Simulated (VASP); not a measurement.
Here is a VASP 6.6.1 calculation.

File INCAR:

```
PREC     = Accurate       # precision mode
ENCUT    = 520            # plane-wave cutoff, eV
EDIFF    = 1E-6           # SCF threshold, eV
ISMEAR   = 0              # smearing method
SIGMA    = 0.05           # smearing width, eV
LREAL    = F              # projectors in reciprocal space
LASPH    = T              # aspherical terms in the spheres
NELM     = 80             # most SCF steps
ALGO     = Normal         # electronic algorithm
ISIF     = 2              # what is computed and relaxed
LWAVE    = F              # write WAVECAR
LCHARG   = F              # write CHGCAR
GGA      = PS             # functional
NBANDS   = 16             # bands
```

KPOINTS

```
Automatic mesh
0
Gamma
  9 9 6
```

Contents of POSCAR:

```
MgO
1.0
    3.3034678116      0.0000000000      0.0000000000
   -1.6517339058      2.8608870454      0.0000000000
    0.0000000000      0.0000000000      5.0193879762
Mg O
2 2
Direct
    0.3333333333      0.6666666667      0.0508752499
    0.6666666667      0.3333333333      0.5508752499
    0.3333333333      0.6666666667      0.4009416620
    0.6666666667      0.3333333333      0.9009416620
```

Potentials or basis: VASP PAW PBE potentials, release 64 (Mg, O).

Launch:

```sh
$ cat potpaw_PBE.64/Mg/POTCAR potpaw_PBE.64/O/POTCAR > POTCAR
$ mpirun -np 1 vasp_std > vasp.out
```

Estimate the largest force.

3.397 eV/Å.

What does it give for the pressure?

6.7 GPa.

Stress tensor (GPa, compression positive):
```
-6.44  0.00  0.00
 0.00 -6.44  0.00
 0.00  0.00 32.89
```

Caveat: the PAW data sets were made with another functional, which shifts forces and pressure a little.
